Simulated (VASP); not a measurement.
# SnSe (Immm) in VASP: further runs

SnSe is run at these levels: LDA; tasks: single point.

Program: VASP 6.6.1. These are calculated values, not measurements. Logs are shortened: lines on timing, memory, paths and dates and some standing lists are left out, and cuts for length are marked.

## (1) The cell of the first run

It takes space group Immm (No. 71, orthorhombic). Conventional cell: a = 4.220 Å, b = 4.294 Å, c = 6.020 Å, α = 90.00°, β = 90.00°, γ = 90.00°. Within 4.0 Å of Sn (site symmetry mmm) lie 6 Se at 3.01 Å. Se (site symmetry mmm) has 6 Sn at 3.01 Å within 4.0 Å.

## (2) Single point, LDA (strain +0.0175 x Voigt [0, 0, 0, 0, 1, 0])

Contents of INCAR:

```
SYSTEM = SnSe
ALGO     = Normal         ! electronic algorithm
EDIFF    = 1E-6           ! SCF threshold, eV
ENCUT    = 520            ! plane-wave cutoff, eV
ISIF     = 2              ! what is computed and relaxed
ISMEAR   = 0              ! smearing method
LASPH    = .True.         ! aspherical terms in the spheres
LCHARG   = .False.        ! write CHGCAR
LREAL    = .False.        ! projectors in reciprocal space
LWAVE    = .False.        ! write WAVECAR
NBANDS   = 17             ! bands
NELM     = 80             ! most SCF steps
PREC     = Accurate       ! precision mode
SIGMA    = 0.05           ! smearing width, eV
```

Contents of KPOINTS:

```
k-points
0
Gamma
  8 8 8
  0 0 0
```

Contents of POSCAR:

```
SnSe
1.0
    0.0263375000      3.0100000000      3.0100000000
    3.0363375000      0.0000000000      3.0363375000
    3.0100000000      3.0100000000      0.0263375000
Sn Se
1 1
Direct
    0.0000000000      0.0000000000      0.0000000000
    0.5000000000      0.5000000000      0.5000000000
```

Potentials or basis: VASP PAW LDA potentials, release 64 (Sn_d, Se).

On the command line:

```
$ cat potpaw_LDA.64/Sn_d/POTCAR potpaw_LDA.64/Se/POTCAR > POTCAR
$ mpirun -np 1 vasp_std > vasp.out
```

OUTCAR:

```text
SYSTEM = SnSe
   EDIFF = 1E-6
   ENCUT = 520
   ISIF = 2
   ISMEAR = 0
   LASPH = .True.
   LREAL = .False.
   NELM = 80
   PREC = Accurate

 ion  position               nearest neighbor table
   1  0.000  0.000  0.000-   2 3.01   2 3.01   2 3.01   2 3.01   2 3.01   2 3.01
   2  0.500  0.500  0.500-   1 3.01   1 3.01   1 3.01   1 3.01   1 3.01   1 3.01

  LATTYP: Found a body centered orthorhombic cell.
 ALAT       =     4.2195359730
 B/A-ratio  =     1.0176544767
 C/A-ratio  =     1.4266971625

  Lattice vectors:

 A1 = (   0.0263375000,  -3.0100000000,   3.0100000000)
 A2 = (  -0.0263375000,  -3.0100000000,  -3.0100000000)
 A3 = (   3.0100000000,   3.0100000000,   0.0263375000)

Analysis of symmetry for initial positions (statically):
=====================================================================
 Subroutine PRICEL returns:
 Original cell was already a primitive cell.

 Routine SETGRP: Setting up the symmetry group for a
 body centered orthorhombic supercell.

 Subroutine GETGRP returns: Found  8 space group operations
 (whereof  8 operations were pure point group operations)
 out of a pool of  8 trial point group operations.

The static configuration has the point symmetry D_2h.

Analysis of symmetry for dynamics (positions and initial velocities):
=====================================================================
 Subroutine PRICEL returns:
 Original cell was already a primitive cell.

 Routine SETGRP: Setting up the symmetry group for a
 body centered orthorhombic supercell.

 Subroutine GETGRP returns: Found  8 space group operations
 (whereof  8 operations were pure point group operations)
 out of a pool of  8 trial point group operations.

The dynamic configuration has the point symmetry D_2h.

 Subroutine INISYM returns: Found  8 space group operations
 (whereof  8 operations are pure point group operations),
 and found     1 'primitive' translations

----------------------------------------------------------------------------------------

                                     Primitive cell

  volume of cell :      54.5376

  direct lattice vectors                    reciprocal lattice vectors
     0.026337500  3.010000000  3.010000000    -0.167579275  0.166112957  0.167579275
     3.036337500  0.000000000  3.036337500     0.164672076 -0.166112957  0.164672076
     3.010000000  3.010000000  0.026337500     0.167579275  0.166112957 -0.167579275

  length of vectors
     4.256864299  4.294029672  4.256864299     0.289411716  0.286054715  0.289411716

  position of ions in fractional coordinates (direct lattice)
     0.000000000  0.000000000  0.000000000
     0.500000000  0.500000000  0.500000000

  ion indices of the primitive-cell ions
   primitive index   ion index
                 1           1
                 2           2

----------------------------------------------------------------------------------------

 KPOINTS: k-points

Automatic generation of k-mesh.
 Grid dimensions read from file:
 generate k-points for:    8    8    8

 Generating k-lattice:

  Cartesian coordinates                     Fractional coordinates (reciprocal lattice)
    -0.020947409  0.020764120  0.020947409     0.125000000  0.000000000 -0.000000000
     0.020584010 -0.020764120  0.020584010    -0.000000000  0.125000000 -0.000000000
     0.020947409  0.020764120 -0.020947409     0.000000000  0.000000000  0.125000000

  Length of vectors
     0.036176465  0.035756839  0.036176465

  Shift w.r.t. Gamma in fractional coordinates (k-lattice)
     0.000000000  0.000000000  0.000000000

 Subroutine IBZKPT returns following result:
 ===========================================

 Found     95 irreducible k-points:

 Following reciprocal coordinates:
            Coordinates               Weight
  0.000000  0.000000  0.000000      1.000000
  0.125000  0.000000 -0.000000      4.000000
  0.250000  0.000000 -0.000000      4.000000
  0.375000  0.000000 -0.000000      4.000000
  0.500000  0.000000 -0.000000      2.000000
  0.000000  0.125000  0.000000      4.000000
[... 16 lines left out ...]
  0.125000  0.375000  0.000000      8.000000
  0.250000  0.375000 -0.000000      8.000000
 [... further k-points ...]
   k-points           NKPTS =     95   k-points in BZ     NKDIM =     95   number of bands    NBANDS=     17
   number of dos      NEDOS =    301   number of ions     NIONS =      2
   total plane-waves  NPLWV =  32768
   dimension x,y,z NGX =    32 NGY =   32 NGZ =   32
   dimension x,y,z NGXF=    64 NGYF=   64 NGZF=   64
   ions per type =               1   1
   NGX,Y,Z   is equivalent  to a cutoff of  12.50, 12.39, 12.50 a.u.
   NGXF,Y,Z  is equivalent  to a cutoff of  24.99, 24.78, 24.99 a.u.
 SYSTEM =  SnSe
   PREC   = accura    normal or accurate (medium, high low for compatibility)
   ISTART =      0    job   : 0-new  1-cont  2-samecut
   ICHARG =      2    charge: 1-file 2-atom 10-const
   ISPIN  =      1    spin polarized calculation?
   LNONCOLLINEAR =      F non collinear calculations
   LSORBIT =      F    spin-orbit coupling
   LASPH  =      T    aspherical Exc in radial PAW
   ENCUT  =  520.0 eV  38.22 Ry    6.18 a.u.   7.91  7.98  7.91*2*pi/ulx,y,z
   NELM   =     80;   NELMIN=  2; NELMDL= -5     # of ELM steps
   EDIFF  = 0.1E-05   stopping-criterion for ELM
   LREAL  =      F    real-space projection
[... 7 lines left out ...]
   TEBEG  =    0.0;   TEEND  =   0.0 temperature during run
   PSTRESS=    0.0 pullay stress
   NELECT =      20.0000    total number of electrons
   NUPDOWN=      -1.0000    fix difference up-down
   EMIN   =  10.00;   EMAX   =-10.00  energy-range for DOS
   EFERMI =   0.00;   METHOD = LEGACY
   ISMEAR =     0;   SIGMA  =   0.05  broadening in eV -4-tet -1-fermi 0-gaus
   EFERMI_NEDOS =   21; number of points for ismear=-14 and -15
   IALGO  =     38    algorithm
   IMIX   =      4    mixing-type and parameters
     AMIX     =   0.40;   BMIX     =  1.00
     AMIX_MAG =   1.60;   BMIX_MAG =  1.00
  volume/ion in A,a.u.               =      27.27       184.02
  Fermi-wavevector in a.u.,A,eV,Ry     =   1.171798  2.214377 18.682303  1.373111
  Thomas-Fermi vector in A             =   2.308236
   LORBIT       =      0    0 simple, 1 ext, 2 COOP (PROOUT), +10 PAW based schemes
   GGA     = CA    functional components
   LHFCALC =     F    Hartree Fock is set to
   AEXX    =    0.0000 exact exchange contribution
   IVDW    =     0    specifies the selected vdW correction
   LEPSILON=     F    determine dielectric tensor
   LRPA    =     F    only Hartree local field effects (RPA)
 non-spin polarized calculation
 Gauss-broadening in eV      SIGMA  =   0.05
  energy-cutoff  :      520.00
  volume of cell :       54.54
 maximum number of plane-waves:      1479
   NGX = 15   NGY = 15   NGZ = 15

 number of electron      20.0000006 magnetization

 Free energy of the ion-electron system (eV)
  ---------------------------------------------------
  ext. energy  EPLUGINS =         0.00000000
  ---------------------------------------------------
  free energy    TOTEN  =        -9.47390386 eV

  energy without entropy =       -9.47390386  energy(sigma->0) =       -9.47390386

 E-fermi :   5.6399     XC(G=0):  -9.8829

 val. band max:        5.3660906213   @ k =   0.0000   0.5000   0.0000
 cond. band min:       5.9118107689   @ k =   0.5000   0.0000  -0.0000
 fundamental gap:      0.5457201476
 Fermi energy:         5.6398929309

 k-point     1 :       0.0000    0.0000    0.0000
  band No.  band energies     occupation
      1     -16.0740      2.00000
      2     -16.0730      2.00000
      3     -16.0714      2.00000
      4     -16.0705      2.00000
      5     -16.0700      2.00000
      6      -8.4448      2.00000
[... 9 lines left out ...]
     16      11.4087      0.00000
     17      13.5502      0.00000

 k-point     2 :       0.1250    0.0000   -0.0000
  band No.  band energies     occupation
      1     -16.0740      2.00000
      2     -16.0738      2.00000
      3     -16.0707      2.00000
      4     -16.0697      2.00000
      5     -16.0688      2.00000
      6      -8.3339      2.00000
[... 9 lines left out ...]
     16      11.7076      0.00000
     17      14.6363      0.00000

 k-point     3 :       0.2500    0.0000   -0.0000
  band No.  band energies     occupation
      1     -16.0769      2.00000
      2     -16.0759      2.00000
      3     -16.0700      2.00000
      4     -16.0653      2.00000
      5     -16.0642      2.00000
      6      -8.0349      2.00000
[... 9 lines left out ...]
     16      12.6918      0.00000
     17      16.8097      0.00000

 k-point     4 :       0.3750    0.0000   -0.0000
  band No.  band energies     occupation
      1     -16.0800      2.00000
      2     -16.0786      2.00000
      3     -16.0693      2.00000
      4     -16.0603      2.00000
      5     -16.0594      2.00000
      6      -7.6731      2.00000
[... 9 lines left out ...]
     16      14.2016      0.00000
     17      16.7963      0.00000

 k-point     5 :       0.5000    0.0000   -0.0000
  band No.  band energies     occupation
      1     -16.0812      2.00000
      2     -16.0798      2.00000
      3     -16.0690      2.00000
      4     -16.0582      2.00000
      5     -16.0575      2.00000
      6      -7.4954      2.00000
[... 9 lines left out ...]
     16      15.5721      0.00000
     17      15.8722      0.00000

 k-point     6 :       0.0000    0.1250    0.0000
  band No.  band energies     occupation
      1     -16.0751      2.00000
      2     -16.0739      2.00000
      3     -16.0701      2.00000
      4     -16.0697      2.00000
      5     -16.0684      2.00000
      6      -8.3365      2.00000
[... 9 lines left out ...]
     16      11.7717      0.00000
     17      14.6167      0.00000

 k-point     7 :       0.1250    0.1250   -0.0000
  band No.  band energies     occupation
      1     -16.0760      2.00000
      2     -16.0723      2.00000
      3     -16.0720      2.00000
      4     -16.0683      2.00000
      5     -16.0680      2.00000
      6      -8.2986      2.00000
[... 9 lines left out ...]
     16      12.3136      0.00000
     17      13.8299      0.00000

 k-point     8 :       0.2500    0.1250   -0.0000
  band No.  band energies     occupation
      1     -16.0794      2.00000
      2     -16.0725      2.00000
      3     -16.0718      2.00000
      4     -16.0653      2.00000
      5     -16.0643      2.00000
      6      -8.0609      2.00000
[... 9 lines left out ...]
     16      13.3148      0.00000
     17      15.0989      0.00000
[... 203 lines left out ...]
      1     -16.0874      2.00000
      2     -16.0749      2.00000
      3     -16.0663      2.00000
      4     -16.0610      2.00000
      5     -16.0579      2.00000
      6      -7.3390      2.00000
[... 9 lines left out ...]
     16      14.3874      0.00000
     17      17.1930      0.00000

 k-point    20 :      -0.2500    0.2500   -0.0000
  band No.  band energies     occupation
      1     -16.0822      2.00000
      2     -16.0771      2.00000
      3     -16.0661      2.00000
      4     -16.0621      2.00000
      5     -16.0609      2.00000
      6      -7.5523      2.00000
[... 9 lines left out ...]
     16      14.5891      0.00000
     17      15.7403      0.00000

 k-point    21 :      -0.1250    0.2500    0.0000
  band No.  band energies     occupation
      1     -16.0786      2.00000
      2     -16.0778      2.00000
      3     -16.0686      2.00000
      4     -16.0642      2.00000
      5     -16.0614      2.00000
      6      -7.8443      2.00000
[... 9 lines left out ...]
     16      14.5656      0.00000
     17      15.5941      0.00000

 k-point    22 :       0.0000    0.3750    0.0000
  band No.  band energies     occupation
      1     -16.0807      2.00000
      2     -16.0792      2.00000
      3     -16.0683      2.00000
      4     -16.0605      2.00000
      5     -16.0597      2.00000
      6      -7.6913      2.00000
[... 9 lines left out ...]
     16      14.1863      0.00000
     17      16.6807      0.00000

 k-point    23 :       0.1250    0.3750    0.0000
  band No.  band energies     occupation
      1     -16.0823      2.00000
      2     -16.0763      2.00000
      3     -16.0693      2.00000
      4     -16.0627      2.00000
      5     -16.0592      2.00000
      6      -7.7298      2.00000
[... 9 lines left out ...]
     16      14.6582      0.00000
     17      16.5889      0.00000

 k-point    24 :       0.2500    0.3750   -0.0000
  band No.  band energies     occupation
      1     -16.0894      2.00000
      2     -16.0739      2.00000
      3     -16.0700      2.00000
      4     -16.0594      2.00000
      5     -16.0579      2.00000
      6      -7.6327      2.00000
[... 9 lines left out ...]
     16      15.4015      0.00000
     17      16.1416      0.00000

 [... further k-points ...]

------------------------ aborting loop because EDIFF is reached ----------------------------------------

  FORCE on cell =-STRESS in cart. coord.  units (eV):
  Direction    XX          YY          ZZ          XY          YZ          ZX
  --------------------------------------------------------------------------------------
  -------------------------------------------------------------------------------------
  Total       -1.1118677     -1.1138661     -1.1118677      0.0000000      0.0000000     -0.1191201
  in kB      -32.6638569    -32.7225652    -32.6638569      0.0000000      0.0000000     -3.4994465
  external PRESSURE =     -32.6834263 kB  Pullay stress =       0.0000000 kB

 VOLUME and BASIS-vectors are now :
 -----------------------------------------------------------------------------
  energy-cutoff  :      520.00
  volume of cell :       54.54
      direct lattice vectors                 reciprocal lattice vectors
     0.026337500  3.010000000  3.010000000    -0.167579275  0.166112957  0.167579275
     3.036337500  0.000000000  3.036337500     0.164672076 -0.166112957  0.164672076
     3.010000000  3.010000000  0.026337500     0.167579275  0.166112957 -0.167579275

 POSITION                                       TOTAL-FORCE (eV/Angst)
 -----------------------------------------------------------------------------------
      0.00000      0.00000      0.00000        -0.000000     -0.000000      0.000000
      3.03634      3.01000      3.03634         0.000000      0.000000     -0.000000
 -----------------------------------------------------------------------------------
    total drift:                                0.000000     -0.000000     -0.000000

  FREE ENERGIE OF THE ION-ELECTRON SYSTEM (eV)
  ---------------------------------------------------
  free  energy   TOTEN  =        -9.4739038644 eV

  energy  without entropy=       -9.4739038644  energy(sigma->0) =       -9.47390386
```

Run time: 85 s. Hardware: 1 thread of Intel Xeon 8259CL, shared host; peak memory 0.21 GiB.

What came out:

| Property | Result |
| --- | --- |
| Free energy | -9.4739 eV |
| Pressure | -3.3 GPa |
| Band gap on the k mesh | 0.55 eV (least direct gap 0.63 eV) |

Stress tensor (GPa, compression positive):
```
-3.27  0.00 -0.35
 0.00 -3.27  0.00
-0.35  0.00 -3.27
```

Levels at points of the mesh, in eV from the valence-band top:
```
           k point  band 7  band 8  band 9  band 10  band 11  band 12  band 13  band 14
(0.00, 0.00, 0.00)   -5.13   -2.18   -2.11    -2.03     4.26     4.28     4.30     5.81
(0.50, 0.00, 0.00)   -8.01   -1.90   -1.85    -0.08     0.55     1.17     1.23     8.23
(0.00, 0.50, 0.00)   -8.08   -1.84   -1.80     0.00     0.63     1.27     1.32     8.19
(0.50, 0.50, 0.00)   -6.05   -5.41   -3.57    -3.57     3.05     5.29     5.31     5.94
(0.50, 0.00, 0.50)   -6.05   -5.41   -3.65    -3.48     3.05     5.29     5.34     5.93
```

Caveat: the cell differs from its parent crystal (strain +0.0175 x Voigt [0, 0, 0, 0, 1, 0]); the cell stands under tension; semilocal functionals underestimate gaps, and a narrow one can read as zero; spin-orbit coupling is left out, which moves the levels of the heavy elements. A k mesh can miss the band edges.

## (3) Single point, LDA (strain +0.0125 x Voigt [0, 0, 0, 0, 1, 0])

Contents of INCAR:

```
SYSTEM = SnSe
PREC = Accurate ; ENCUT = 520
EDIFF = 1E-6 ; ISMEAR = 0
SIGMA = 0.05 ; LREAL = .False.
LASPH = .True. ; NELM = 100
ALGO = Normal ; ISIF = 2
LWAVE = .False. ; LCHARG = .True.
LELF = .True. ; LVHAR = .True.
NBANDS = 17
```

Contents of KPOINTS:

```
regular mesh
0
Gamma
  8 8 8
  0 0 0
```

Contents of POSCAR:

```
SnSe
1.0
    0.0188125000      3.0100000000      3.0100000000
    3.0288125000      0.0000000000      3.0288125000
    3.0100000000      3.0100000000      0.0188125000
Sn Se
1 1
Direct
    0.0000000000      0.0000000000      0.0000000000
    0.5000000000      0.5000000000      0.5000000000
```

Potentials or basis: VASP PAW LDA potentials, release 64 (Sn_d, Se).

On the command line:

```
$ cat potpaw_LDA.64/Sn_d/POTCAR potpaw_LDA.64/Se/POTCAR > POTCAR
$ mpirun -np 1 vasp_std > vasp.out
```

Run time: 79 s. Hardware: 1 thread of Intel Xeon 8259CL, shared host; peak memory 0.22 GiB.

The run converged. Its results:

- Free energy: -9.4744 eV
- Pressure: -3.3 GPa
- Band gap on the k mesh: 0.57 eV (least direct gap 0.63 eV)

Stress tensor (GPa, compression positive):
```
-3.26  0.00 -0.25
 0.00 -3.27  0.00
-0.25  0.00 -3.26
```

Levels at points of the mesh, in eV from the valence-band top:
```csv
k point,band 6,band 7,band 8,band 9,band 10,band 11,band 12,band 13,band 14,band 15
"(0.00, 0.00, 0.00)",-13.80,-5.12,-2.15,-2.10,-2.04,4.28,4.29,4.30,5.85,5.93
"(0.50, 0.00, 0.00)",-12.85,-8.01,-1.87,-1.84,-0.06,0.57,1.20,1.24,8.24,10.10
"(0.00, 0.50, 0.00)",-12.87,-8.06,-1.84,-1.80,0.00,0.63,1.27,1.31,8.21,10.01
"(0.50, 0.50, 0.00)",-12.59,-6.04,-5.40,-3.56,-3.56,3.06,5.31,5.32,5.95,10.58
"(0.50, 0.00, 0.50)",-12.59,-6.04,-5.40,-3.62,-3.49,3.06,5.31,5.34,5.95,10.59
```

Caveat: the cell differs from its parent crystal (strain +0.0125 x Voigt [0, 0, 0, 0, 1, 0]); the cell stands under tension; semilocal functionals underestimate gaps, and a narrow one can read as zero; spin-orbit coupling is left out, which moves the levels of the heavy elements. A k mesh can miss the band edges.

## (4) Single point, LDA (strain +0.0075 x Voigt [0, 0, 0, 0, 1, 0])

Contents of INCAR:

```
SYSTEM = SnSe
PREC = Accurate
ENCUT = 520
EDIFF = 1E-7
ISMEAR = 0
SIGMA = 0.05
LREAL = .False.
LASPH = .True.
NELM = 100
ALGO = Normal
ISIF = 2
LWAVE = .False.
LCHARG = .False.
NBANDS = 17
```

Contents of KPOINTS:

```
Automatic mesh
0
Gamma
  8 8 8
  0 0 0
```

Contents of POSCAR:

```
SnSe
1.0
    0.0112875000      3.0100000000      3.0100000000
    3.0212875000      0.0000000000      3.0212875000
    3.0100000000      3.0100000000      0.0112875000
Sn Se
1 1
Direct
    0.0000000000      0.0000000000      0.0000000000
    0.5000000000      0.5000000000      0.5000000000
```

On the command line:

```
$ cat potpaw_LDA.64/Sn_d/POTCAR potpaw_LDA.64/Se/POTCAR > POTCAR
$ mpirun -np 1 vasp_std > vasp.out
```

Run time: 92 s. Hardware: 1 thread of Intel Xeon 8259CL, shared host; peak memory 0.22 GiB.

Results (log left out):

| Item | Value |
| --- | --- |
| Free energy | -9.4747 eV |
| Pressure | -3.3 GPa |
| Band gap on the k mesh | 0.59 eV (least direct gap 0.63 eV) |

Stress tensor (GPa, compression positive):
```
-3.29  0.00 -0.15
 0.00 -3.29  0.00
-0.15  0.00 -3.29
```

Levels at points of the mesh, in eV from the valence-band top:
```
           k point  band 8  band 9  band 10  band 11  band 12  band 13
(0.00, 0.00, 0.00)   -2.12   -2.09    -2.05     4.29     4.30     4.31
(0.50, 0.00, 0.00)   -1.85   -1.83    -0.04     0.59     1.24     1.26
(0.00, 0.50, 0.00)   -1.83   -1.81     0.00     0.63     1.27     1.30
(0.50, 0.50, 0.00)   -5.39   -3.54    -3.54     3.07     5.33     5.33
(0.50, 0.00, 0.50)   -5.39   -3.58    -3.51     3.07     5.32     5.34
```

Caveat: the cell differs from its parent crystal (strain +0.0075 x Voigt [0, 0, 0, 0, 1, 0]); the cell stands under tension; semilocal functionals underestimate gaps, and a narrow one can read as zero; spin-orbit coupling is left out, which moves the levels of the heavy elements. A k mesh can miss the band edges.

(Part 1 of 2 ends here.)
